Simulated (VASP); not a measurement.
# SiNi3 (Pm-3m) in VASP: notebook

SiNi3 is run at these levels: LDA; tasks: single point, relaxation of cell and atoms.

Program: VASP 6.6.1. These are calculated values, not measurements. Logs are shortened: lines on timing, memory, paths and dates and some standing lists are left out, and cuts for length are marked.

## 1. The cell of the first run

Symmetry: Pm-3m, No. 221, cubic system. Conventional cell: a = 3.428 Å, b = 3.428 Å, c = 3.428 Å, α = 90.00°, β = 90.00°, γ = 90.00°. Si (site symmetry m-3m) has 12 Ni at 2.42 Å within 3.2 Å. Ni (site symmetry 4/mmm) has 4 Si at 2.42 Å and 8 Ni at 2.42 Å within 3.2 Å.

## 2. Single point, LDA

Contents of INCAR:

```
SYSTEM = SiNi3
ALGO = Normal ; EDIFF = 1E-6
ENCUT = 520 ; ISIF = 2
ISMEAR = 0 ; LASPH = .TRUE.
LCHARG = .TRUE. ; LELF = .TRUE.
LREAL = .FALSE. ; LVHAR = .TRUE.
LWAVE = .FALSE. ; NBANDS = 25
NELM = 80 ; PREC = Accurate
SIGMA = 0.1
```

Contents of KPOINTS:

```
k-points
0
G
  12 12 12
  0 0 0
```

Contents of POSCAR:

```
SiNi3
1.0
    3.4281394836      0.0000000000      0.0000000000
    0.0000000000      3.4281394836      0.0000000000
    0.0000000000      0.0000000000      3.4281394836
Si Ni
1 3
Direct
    0.0000000000      0.0000000000      0.0000000000
    0.0000000000      0.5000000000      0.5000000000
    0.5000000000      0.0000000000      0.5000000000
    0.5000000000      0.5000000000      0.0000000000
```

Potentials or basis: VASP PAW LDA potentials, release 64 (Si, Ni).

The run is started by

```console
> cat potpaw_LDA.64/Si/POTCAR potpaw_LDA.64/Ni/POTCAR > POTCAR
> mpirun -np 1 vasp_std > vasp.out
```

OUTCAR:

```text
SYSTEM = SiNi3
   EDIFF = 1E-6
   ENCUT = 520
   ISIF = 2
   ISMEAR = 0
   LASPH = .TRUE.
   LREAL = .FALSE.
   NELM = 80
   PREC = Accurate

 ion  position               nearest neighbor table
   1  0.000  0.000  0.000-   2 2.42   3 2.42   4 2.42   2 2.42   3 2.42   2 2.42   4 2.42   2 2.42
                             3 2.42   4 2.42   3 2.42   4 2.42
   2  0.000  0.500  0.500-   1 2.42   3 2.42   4 2.42   1 2.42   4 2.42   1 2.42   3 2.42   1 2.42
                             3 2.42   4 2.42   4 2.42   3 2.42
   3  0.500  0.000  0.500-   1 2.42   2 2.42   4 2.42   1 2.42   4 2.42   2 2.42   4 2.42   4 2.42
                             1 2.42   2 2.42   1 2.42   2 2.42
   4  0.500  0.500  0.000-   1 2.42   2 2.42   3 2.42   2 2.42   3 2.42   1 2.42   3 2.42   3 2.42
                             1 2.42   2 2.42   2 2.42   1 2.42

  LATTYP: Found a simple cubic cell.
 ALAT       =     3.4281394836

  Lattice vectors:

 A1 = (   3.4281394836,   0.0000000000,   0.0000000000)
 A2 = (   0.0000000000,   3.4281394836,   0.0000000000)
 A3 = (   0.0000000000,   0.0000000000,   3.4281394836)

Analysis of symmetry for initial positions (statically):
=====================================================================
 Subroutine PRICEL returns:
 Original cell was already a primitive cell.

 Routine SETGRP: Setting up the symmetry group for a
 simple cubic supercell.

 Subroutine GETGRP returns: Found 48 space group operations
 (whereof 48 operations were pure point group operations)
 out of a pool of 48 trial point group operations.

The static configuration has the point symmetry O_h .

Analysis of symmetry for dynamics (positions and initial velocities):
=====================================================================
 Subroutine PRICEL returns:
 Original cell was already a primitive cell.

 Routine SETGRP: Setting up the symmetry group for a
 simple cubic supercell.

 Subroutine GETGRP returns: Found 48 space group operations
 (whereof 48 operations were pure point group operations)
 out of a pool of 48 trial point group operations.

The dynamic configuration has the point symmetry O_h .

 Subroutine INISYM returns: Found 48 space group operations
 (whereof 48 operations are pure point group operations),
 and found     1 'primitive' translations

----------------------------------------------------------------------------------------

                                     Primitive cell

  volume of cell :      40.2880
[... 93 lines left out ...]
   EDIFF  = 0.1E-05   stopping-criterion for ELM
   LREAL  =      F    real-space projection
   EDIFFG = 0.1E-04   stopping-criterion for IOM
   NSW    =      0    number of steps for IOM
   IBRION =     -1    ionic relax: 0-MD 1-quasi-New 2-CG
   NFREE  =      0    steps in history (QN), initial steepest desc. (CG)
   ISIF   =      2    stress and relaxation
   ISYM   =      2    0-nonsym 1-usesym 2-fastsym
   POTIM  = 0.5000    time-step for ionic-motion
   TEBEG  =    0.0;   TEEND  =   0.0 temperature during run
   PSTRESS=    0.0 pullay stress
   NELECT =      34.0000    total number of electrons
   NUPDOWN=      -1.0000    fix difference up-down
   EMIN   =  10.00;   EMAX   =-10.00  energy-range for DOS
   EFERMI =   0.00;   METHOD = LEGACY
   ISMEAR =     0;   SIGMA  =   0.10  broadening in eV -4-tet -1-fermi 0-gaus
   EFERMI_NEDOS =   21; number of points for ismear=-14 and -15
   IALGO  =     38    algorithm
   IMIX   =      4    mixing-type and parameters
     AMIX     =   0.40;   BMIX     =  1.00
     AMIX_MAG =   1.60;   BMIX_MAG =  1.00
  volume/ion in A,a.u.               =      10.07        67.97
  Fermi-wavevector in a.u.,A,eV,Ry     =   1.547068  2.923534 32.564435  2.393418
  Thomas-Fermi vector in A             =   2.652214
   LORBIT       =      0    0 simple, 1 ext, 2 COOP (PROOUT), +10 PAW based schemes
   GGA     = CA    functional components
   LHFCALC =     F    Hartree Fock is set to
   AEXX    =    0.0000 exact exchange contribution
   IVDW    =     0    specifies the selected vdW correction
   LEPSILON=     F    determine dielectric tensor
   LRPA    =     F    only Hartree local field effects (RPA)
 non-spin polarized calculation
 Gauss-broadening in eV      SIGMA  =   0.10
  energy-cutoff  :      520.00
  volume of cell :       40.29
 maximum number of plane-waves:      1108
 NGX is ok and might be reduce to    28
   NGX = 13   NGY = 13   NGZ = 13

 number of electron      33.9999984 magnetization

 Free energy of the ion-electron system (eV)
  ---------------------------------------------------
  ext. energy  EPLUGINS =         0.00000000
  ---------------------------------------------------
  free energy    TOTEN  =       -27.92819185 eV

  energy without entropy =      -27.91880763  energy(sigma->0) =      -27.92349974

 E-fermi :  11.4763     XC(G=0): -13.7484

 val. band max:       11.4669514622   @ k =   0.0833   0.0833   0.0000
 cond. band min:      11.5109367033   @ k =   0.4167   0.4167   0.3333
 fundamental gap:      0.0439852411
 Fermi energy:        11.4763339970

 k-point     1 :       0.0000    0.0000    0.0000
  band No.  band energies     occupation
      1      -0.9223      2.00000
      2       6.1696      2.00000
      3       7.0091      2.00000
      4       7.0091      2.00000
      5       7.5489      2.00000
      6       7.5489      2.00000
[... 661 lines left out ...]
     24      21.8543      0.00000
     25      22.8006      0.00000

 [... further k-points ...]

------------------------ aborting loop because EDIFF is reached ----------------------------------------

  FORCE on cell =-STRESS in cart. coord.  units (eV):
  Direction    XX          YY          ZZ          XY          YZ          ZX
  --------------------------------------------------------------------------------------
  -------------------------------------------------------------------------------------
  Total        0.0444844      0.0444844      0.0444844      0.0000000     -0.0000000      0.0000000
  in kB        1.7690625      1.7690625      1.7690625      0.0000000     -0.0000000      0.0000000
  external PRESSURE =       1.7690625 kB  Pullay stress =       0.0000000 kB

 VOLUME and BASIS-vectors are now :
 -----------------------------------------------------------------------------
  energy-cutoff  :      520.00
  volume of cell :       40.29
      direct lattice vectors                 reciprocal lattice vectors
     3.428139484  0.000000000  0.000000000     0.291703417  0.000000000  0.000000000
     0.000000000  3.428139484  0.000000000     0.000000000  0.291703417  0.000000000
     0.000000000  0.000000000  3.428139484     0.000000000  0.000000000  0.291703417

 POSITION                                       TOTAL-FORCE (eV/Angst)
 -----------------------------------------------------------------------------------
      0.00000      0.00000      0.00000         0.000000      0.000000      0.000000
      0.00000      1.71407      1.71407         0.000000      0.000000      0.000000
      1.71407      0.00000      1.71407         0.000000      0.000000      0.000000
      1.71407      1.71407      0.00000         0.000000      0.000000      0.000000
 -----------------------------------------------------------------------------------
    total drift:                                0.000000      0.000000      0.000000

  FREE ENERGIE OF THE ION-ELECTRON SYSTEM (eV)
  ---------------------------------------------------
  free  energy   TOTEN  =       -27.9281918504 eV

  energy  without entropy=      -27.9188076305  energy(sigma->0) =      -27.92349974
```

Run time: 1.8 min. Hardware: 1 thread of AMD EPYC 7R13, shared host; peak memory 0.16 GiB.

Results:

- Free energy: -27.9282 eV
- Pressure: 0.2 GPa
- Band gap on the k mesh: zero (bands 17 and 18 overlap by 0.26 eV)

Levels at points of the mesh, in eV from the Fermi level:
```tsv
k point	band 14	band 15	band 16	band 17	band 18	band 19	band 20	band 21
(0.00, 0.00, 0.00)	-0.66	-0.66	-0.31	0.04	0.04	0.04	5.46	6.71
(0.50, 0.00, 0.00)	-1.41	-1.26	-0.59	0.04	3.90	3.90	5.46	5.46
(0.50, 0.50, 0.00)	-1.55	-1.23	-1.11	-1.06	0.74	0.74	6.05	6.70
(0.50, 0.50, 0.50)	-1.38	-1.38	-0.49	-0.22	-0.22	-0.22	1.52	4.34
```

Spin polarisation is off, so any magnetic state and its effect on volume and gap are missing.

(Part 1 of 2 ends here.)
